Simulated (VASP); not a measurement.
# CsBa3 (P1) in VASP: single point with PBEsol

Aim: the single point of CsBa3 with PBEsol.

Everything below comes from runs of VASP 6.6.1. Logs are shortened: lines on timing, memory, paths and dates and some standing lists are left out, and cuts for length are marked.

## Step 1: The cell of the first run

The typed cell holds 4 atoms: a = 6.372 Å, b = 6.500 Å, c = 6.443 Å, α = 91.01°, β = 89.37°, γ = 89.60°.

## Step 2: Single point, PBEsol (atoms moved at random and the cell strained at random)

INCAR

```
SYSTEM = CsBa3
PREC     = Accurate       ! precision mode
ENCUT    = 520            ! plane-wave cutoff, eV
EDIFF    = 1E-7           ! SCF threshold, eV
ISMEAR   = 0              ! smearing method
SIGMA    = 0.1            ! smearing width, eV
LREAL    = .FALSE.        ! projectors in reciprocal space
LASPH    = .TRUE.         ! aspherical terms in the spheres
NELM     = 100            ! most SCF steps
ALGO     = Normal         ! electronic algorithm
ISIF     = 2              ! what is computed and relaxed
LWAVE    = .FALSE.        ! write WAVECAR
LCHARG   = .TRUE.         ! write CHGCAR
GGA      = PS             ! functional
LELF     = .TRUE.         ! ELF
LVHAR    = .TRUE.       
NBANDS   = 28             ! bands
```

KPOINTS

```
regular mesh
0
G
  6 6 6
  0 0 0
```

POSCAR

```
CsBa3
1.0
    6.3720292282      0.0228511237      0.0354654723
    0.0228511237      6.4997577634     -0.0573259403
    0.0354654723     -0.0573259403      6.4424978668
Cs Ba
1 3
Direct
    0.0017836672      0.0015595732      0.0077433566
   -0.0030570663      0.4897159018      0.5033159857
    0.4981572810     -0.0127037079      0.4983844033
    0.5031146039      0.5214282329     -0.0094422315
```

Potentials or basis: VASP PAW PBE potentials, release 64 (Cs_sv, Ba_sv).

Command:

```bash
$ cat potpaw_PBE.64/Cs_sv/POTCAR potpaw_PBE.64/Ba_sv/POTCAR > POTCAR
$ mpirun -np 1 vasp_std > vasp.out
```

OUTCAR:

```text
SYSTEM = CsBa3
   PREC = Accurate
   ENCUT = 520
   EDIFF = 1E-7
   ISMEAR = 0
   LREAL = .FALSE.
   LASPH = .TRUE.
   NELM = 100
   ISIF = 2
   GGA = PS

 ion  position               nearest neighbor table
   1  0.002  0.002  0.008-
   2  0.997  0.490  0.503-   4 4.42   3 4.52   4 4.53   3 4.55   3 4.56   3 4.57   4 4.59   4 4.60

   3  0.498  0.987  0.498-   4 4.42   4 4.42   2 4.52   2 4.55   2 4.56   2 4.57   4 4.66
   4  0.503  0.521  0.991-   3 4.42   2 4.42   3 4.42   2 4.53   2 4.59   2 4.60   3 4.66

  LATTYP: Found a triclinic cell.
 ALAT       =     9.1115962308
 B/A-ratio  =     0.6993471546
 C/A-ratio  =     1.0132939394
 COS(alpha) =     0.0027376302
 COS(beta)  =     0.5041612990
 COS(gamma) =     0.7071521559

  Lattice vectors:

 A1 = (  -6.4074947005,   0.0344748166,  -6.4779633391)
 A2 = (  -6.3720292282,  -0.0228511237,  -0.0354654723)
 A3 = (  -0.0126143486,   6.5570837037,  -6.4998238071)

Analysis of symmetry for initial positions (statically):
=====================================================================
 Subroutine PRICEL returns:
 Original cell was already a primitive cell.

 Routine SETGRP: Setting up the symmetry group for a
 triclinic supercell.

 Subroutine GETGRP returns: Found  1 space group operations
 (whereof  1 operations were pure point group operations)
 out of a pool of  2 trial point group operations.

The static configuration has the point symmetry C_1 .

Analysis of symmetry for dynamics (positions and initial velocities):
=====================================================================
 Subroutine PRICEL returns:
 Original cell was already a primitive cell.

 Routine SETGRP: Setting up the symmetry group for a
 triclinic supercell.

 Subroutine GETGRP returns: Found  1 space group operations
 (whereof  1 operations were pure point group operations)
 out of a pool of  2 trial point group operations.

The dynamic configuration has the point symmetry C_1 .

 Subroutine INISYM returns: Found  1 space group operations
 (whereof  1 operations are pure point group operations),
 and found     1 'primitive' translations

----------------------------------------------------------------------------------------

                                     Primitive cell

  volume of cell :     266.7941

  direct lattice vectors                    reciprocal lattice vectors
     6.372029228  0.022851124  0.035465472     0.156942720 -0.000559425 -0.000868936
     0.022851124  6.499757763 -0.057325940    -0.000559425  0.153865957  0.001372193
     0.035465472 -0.057325940  6.442497867    -0.000868936  0.001372193  0.155236292

  length of vectors
     6.372168898  6.500050724  6.442850520     0.156946123  0.153873092  0.155244788

  position of ions in fractional coordinates (direct lattice)
     0.001783667  0.001559573  0.007743357
     0.996942934  0.489715902  0.503315986
     0.498157281  0.987296292  0.498384403
     0.503114604  0.521428233  0.990557768

  ion indices of the primitive-cell ions
   primitive index   ion index
                 1           1
                 2           2
                 3           3
                 4           4

----------------------------------------------------------------------------------------

 KPOINTS: regular mesh

Automatic generation of k-mesh.
 Grid dimensions read from file:
 generate k-points for:    6    6    6

 Generating k-lattice:

  Cartesian coordinates                     Fractional coordinates (reciprocal lattice)
     0.026157120 -0.000093238 -0.000144823     0.166666667  0.000000000 -0.000000000
    -0.000093238  0.025644326  0.000228699     0.000000000  0.166666667  0.000000000
    -0.000144823  0.000228699  0.025872715     0.000000000 -0.000000000  0.166666667

  Length of vectors
     0.026157687  0.025645515  0.025874131

  Shift w.r.t. Gamma in fractional coordinates (k-lattice)
     0.000000000  0.000000000  0.000000000

 Subroutine IBZKPT returns following result:
 ===========================================

 Found    112 irreducible k-points:

 Following reciprocal coordinates:
            Coordinates               Weight
  0.000000  0.000000  0.000000      1.000000
  0.166667  0.000000  0.000000      2.000000
  0.333333  0.000000  0.000000      2.000000
  0.500000  0.000000 -0.000000      1.000000
  0.000000  0.166667 -0.000000      2.000000
  0.166667  0.166667 -0.000000      2.000000
[... 16 lines left out ...]
  0.333333 -0.000000  0.166667      2.000000
  0.500000 -0.000000  0.166667      2.000000
 [... further k-points ...]
   k-points           NKPTS =    112   k-points in BZ     NKDIM =    112   number of bands    NBANDS=     28
   number of dos      NEDOS =    301   number of ions     NIONS =      4
   total plane-waves  NPLWV = 110592
   dimension x,y,z NGX =    48 NGY =   48 NGZ =   48
   dimension x,y,z NGXF=    96 NGYF=   96 NGZF=   96
   ions per type =               1   3
   NGX,Y,Z   is equivalent  to a cutoff of  12.52, 12.28, 12.39 a.u.
   NGXF,Y,Z  is equivalent  to a cutoff of  25.05, 24.55, 24.77 a.u.
 SYSTEM =  CsBa3
   PREC   = accura    normal or accurate (medium, high low for compatibility)
   ISTART =      0    job   : 0-new  1-cont  2-samecut
   ICHARG =      2    charge: 1-file 2-atom 10-const
   ISPIN  =      1    spin polarized calculation?
   LNONCOLLINEAR =      F non collinear calculations
   LSORBIT =      F    spin-orbit coupling
   LASPH  =      T    aspherical Exc in radial PAW
   ENCUT  =  520.0 eV  38.22 Ry    6.18 a.u.  11.85 12.09 11.98*2*pi/ulx,y,z
   NELM   =    100;   NELMIN=  2; NELMDL= -5     # of ELM steps
   EDIFF  = 0.1E-06   stopping-criterion for ELM
   LREAL  =      F    real-space projection
   EDIFFG = 0.1E-05   stopping-criterion for IOM
   NSW    =      0    number of steps for IOM
   IBRION =     -1    ionic relax: 0-MD 1-quasi-New 2-CG
   NFREE  =      0    steps in history (QN), initial steepest desc. (CG)
   ISIF   =      2    stress and relaxation
   ISYM   =      2    0-nonsym 1-usesym 2-fastsym
   POTIM  = 0.5000    time-step for ionic-motion
   TEBEG  =    0.0;   TEEND  =   0.0 temperature during run
   PSTRESS=    0.0 pullay stress
   NELECT =      39.0000    total number of electrons
   NUPDOWN=      -1.0000    fix difference up-down
   EMIN   =  10.00;   EMAX   =-10.00  energy-range for DOS
   EFERMI =   0.00;   METHOD = LEGACY
   ISMEAR =     0;   SIGMA  =   0.10  broadening in eV -4-tet -1-fermi 0-gaus
   EFERMI_NEDOS =   21; number of points for ismear=-14 and -15
   IALGO  =     38    algorithm
   IMIX   =      4    mixing-type and parameters
     AMIX     =   0.40;   BMIX     =  1.00
     AMIX_MAG =   1.60;   BMIX_MAG =  1.00
  volume/ion in A,a.u.               =      66.70       450.10
  Fermi-wavevector in a.u.,A,eV,Ry     =   0.862391  1.629683 10.118905  0.743719
  Thomas-Fermi vector in A             =   1.980186
   LORBIT       =      0    0 simple, 1 ext, 2 COOP (PROOUT), +10 PAW based schemes
   GGA     = PS    functional components
   LHFCALC =     F    Hartree Fock is set to
   AEXX    =    0.0000 exact exchange contribution
   IVDW    =     0    specifies the selected vdW correction
   LEPSILON=     F    determine dielectric tensor
   LRPA    =     F    only Hartree local field effects (RPA)
 non-spin polarized calculation
 Gauss-broadening in eV      SIGMA  =   0.10
  energy-cutoff  :      520.00
  volume of cell :      266.79
 maximum number of plane-waves:      7202
   NGX = 23   NGY = 25   NGZ = 23

 number of electron      38.9999999 magnetization

 Free energy of the ion-electron system (eV)
  ---------------------------------------------------
  ext. energy  EPLUGINS =         0.00000000
  ---------------------------------------------------
  free energy    TOTEN  =        -6.73984695 eV

  energy without entropy =       -6.70475841  energy(sigma->0) =       -6.72230268

 E-fermi :   1.4868     XC(G=0):  -7.2804

 val. band max:        1.4862001367   @ k =  -0.3333   0.1667   0.3333
 cond. band min:       1.4892218592   @ k =   0.1667   0.3333   0.3333
 fundamental gap:      0.0030217225
 Fermi energy:         1.4867773355

 k-point     1 :       0.0000    0.0000    0.0000
  band No.  band energies     occupation
      1     -27.6583      2.00000
      2     -27.6288      2.00000
      3     -27.6220      2.00000
      4     -21.3316      2.00000
      5     -12.9356      2.00000
      6     -12.9297      2.00000
[... 20 lines left out ...]
     27       3.5020      0.00000
     28       3.6054      0.00000

 k-point     2 :       0.1667    0.0000    0.0000
  band No.  band energies     occupation
      1     -27.6566      2.00000
      2     -27.6289      2.00000
      3     -27.6236      2.00000
      4     -21.3316      2.00000
      5     -12.9256      2.00000
      6     -12.9177      2.00000
[... 20 lines left out ...]
     27       3.3717      0.00000
     28       3.4821      0.00000

 k-point     3 :       0.3333    0.0000    0.0000
  band No.  band energies     occupation
      1     -27.6527      2.00000
      2     -27.6293      2.00000
      3     -27.6270      2.00000
      4     -21.3316      2.00000
      5     -12.9026      2.00000
      6     -12.8906      2.00000
[... 20 lines left out ...]
     27       2.9933      0.00000
     28       3.6822      0.00000

 k-point     4 :       0.5000    0.0000   -0.0000
  band No.  band energies     occupation
      1     -27.6501      2.00000
      2     -27.6308      2.00000
      3     -27.6281      2.00000
      4     -21.3316      2.00000
      5     -12.8883      2.00000
      6     -12.8721      2.00000
[... 578 lines left out ...]
     27       3.2036      0.00000
     28       3.5142      0.00000

 k-point    23 :       0.3333   -0.0000    0.1667
  band No.  band energies     occupation
      1     -27.6513      2.00000
      2     -27.6300      2.00000
      3     -27.6277      2.00000
      4     -21.3316      2.00000
      5     -12.9138      2.00000
      6     -12.8851      2.00000
[... 20 lines left out ...]
     27       2.9077      0.00000
     28       3.5095      0.00000

 k-point    24 :       0.5000   -0.0000    0.1667
  band No.  band energies     occupation
      1     -27.6487      2.00000
      2     -27.6310      2.00000
      3     -27.6293      2.00000
      4     -21.3316      2.00000
      5     -12.8888      2.00000
      6     -12.8673      2.00000
[... 20 lines left out ...]
     27       3.0333      0.00000
     28       3.2145      0.00000

 [... further k-points ...]
[... 5 lines left out ...]
  --------------------------------------------------------------------------------------
  -------------------------------------------------------------------------------------
  Total       -0.0470196     -0.0838851      0.0165181     -0.0974184      0.1952164     -0.1439194
  in kB       -0.2823665     -0.5037546      0.0991960     -0.5850263      1.1723323     -0.8642786
  external PRESSURE =      -0.2289750 kB  Pullay stress =       0.0000000 kB

 VOLUME and BASIS-vectors are now :
 -----------------------------------------------------------------------------
  energy-cutoff  :      520.00
  volume of cell :      266.79
      direct lattice vectors                 reciprocal lattice vectors
     6.372029228  0.022851124  0.035465472     0.156942720 -0.000559425 -0.000868936
     0.022851124  6.499757763 -0.057325940    -0.000559425  0.153865957  0.001372193
     0.035465472 -0.057325940  6.442497867    -0.000868936  0.001372193  0.155236292

 POSITION                                       TOTAL-FORCE (eV/Angst)
 -----------------------------------------------------------------------------------
      0.01168      0.00973      0.04986        -0.007404      0.047244     -0.040371
      6.38159      3.17696      3.24990         0.035494      0.028538     -0.046914
      3.21451      6.40000      3.17191         0.006799      0.150255      0.011530
      3.25291      3.34387      6.36962        -0.034889     -0.226037      0.075756
 -----------------------------------------------------------------------------------
    total drift:                               -0.000055     -0.000207      0.000371

  FREE ENERGIE OF THE ION-ELECTRON SYSTEM (eV)
  ---------------------------------------------------
  free  energy   TOTEN  =        -6.7398469516 eV

  energy  without entropy=       -6.7047584087  energy(sigma->0) =       -6.72230268
```

It took 7 min on 1 thread of AMD EPYC 9R45 (Zen 5), shared host; peak memory 0.8 GiB.

What came out:

| Item | Value |
| --- | --- |
| Free energy | -6.7398 eV |
| Pressure | 0.0 GPa |
| Largest force | 0.241 eV/Å |

Forces in eV/Å, atoms in the order of the input:
```
Cs  -0.007  0.047 -0.040
Ba   0.035  0.029 -0.047
Ba   0.007  0.150  0.012
Ba  -0.035 -0.226  0.076
```

Caveat: the cell differs from its parent crystal (atoms moved at random and the cell strained at random); the PAW data sets were made with another functional, which shifts forces and pressure a little; spin-orbit coupling is left out, which moves the levels of the heavy elements.
